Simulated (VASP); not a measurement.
A run of VASP 6.6.1:

File INCAR:

```
PREC     = Accurate       # precision mode
ENCUT    = 600            # plane-wave cutoff, eV
EDIFF    = 1E-6           # SCF threshold, eV
ISMEAR   = 0              # smearing method
SIGMA    = 0.1            # smearing width, eV
LREAL    = False          # projectors in reciprocal space
LASPH    = True           # aspherical terms in the spheres
NELM     = 200            # most SCF steps
ALGO     = Normal         # electronic algorithm
ISIF     = 2              # what is computed and relaxed
LWAVE    = False          # write WAVECAR
LCHARG   = False          # write CHGCAR
GGA      = PE             # functional
NBANDS   = 18             # bands
GGA_COMPAT= False        
LMAXMIX  = 6              # l up to which the mixer works
```

Contents of KPOINTS:

```
Automatic mesh
0
Gamma
  6 6 4
```

File POSCAR:

```
PrAlF
1.0
    3.3066519800      0.0000000000      0.0000000000
    0.0000000000      3.3066519800      0.0000000000
    0.0000000000      0.0000000000      4.6448524900
Pr Al F
1 1 1
Direct
    0.5000000000      0.5000000000      0.0000000000
    0.5000000000      0.5000000000      0.5000000000
    0.0000000000      0.0000000000      0.0000000000
```

Potentials or basis: VASP PAW PBE potentials, release 64 (Pr_3, Al, F), 4f in core.

Launch:

```console
$ cat potpaw_PBE.64/Pr_3/POTCAR potpaw_PBE.64/Al/POTCAR potpaw_PBE.64/F/POTCAR > POTCAR
$ mpirun -np 1 vasp_std > vasp.out
```

Hardware: 1 thread of Intel(R) Xeon(R) Platinum 8375C CPU @ 2.90GHz (Ice Lake), with other jobs on the host.

Problem. How long does it take, and how much memory?

Solution. It took 23 s on 1 thread of Intel(R) Xeon(R) Platinum 8375C CPU @ 2.90GHz (Ice Lake), with other jobs on the host, peak memory 0.2 GiB. Counts: scf iterations 12, k points 30.
